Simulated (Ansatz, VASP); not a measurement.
# One calculation of ScGa3Te, two programs

```xyz
5
Lattice="4.5240 0.0000 0.0000 -2.2620 3.9179 0.0000 0.0000 0.0000 5.5851" Properties=species:S:1:pos:R:3 pbc="T T T"
Sc    0.0000    2.6119    2.7925
Ga    0.0000    0.0000    4.2181
Ga    0.0000    0.0000    1.3670
Ga    2.2620    1.3060    2.7925
Te    2.2620    1.3060    0.0000
```

Change from the starting cell: species swapped into the GaNi3As type (P-6m2, No. 187).

Alike in both runs: task relaxation of cell and atoms; functional PBE; k mesh 6 × 6 × 4; occupations gaussian, width 0.1 eV; no spin polarisation.

|  | VASP | Ansatz |
| --- | --- | --- |
| version | VASP 6.6.1 | Ansatz 0.2.0 |
| potentials or method | VASP PAW PBE potentials, release 64 (Sc_sv, Ga_d, Te), cutoff 600 eV | scalar-relativistic, plane waves, PAW |
| valence electrons in the cell | 56 | 66 |

|  | VASP | Ansatz | Ansatz less VASP |
| --- | --- | --- | --- |
| gap on the k mesh at the Fermi level, each at its own relaxed structure (eV) | none | none | - |
| relaxed volume (Å³/atom) | 24.31 | 24.05 | -0.260 |
| relaxed length of the cell vector where the two differ most in proportion (Å) | 6.205 | 6.174 | -0.0310 |

A gap of «none» marks a metal or a gap that the smearing closes. VASP's potentials hold 56 valence electrons a cell and Ansatz's 66, so a difference there can come from the potentials and not from the codes.

Neither program's run includes spin-orbit coupling. Noted on VASP's run: the volume moved by over 15 % at a fixed basis, so the end points are rough.
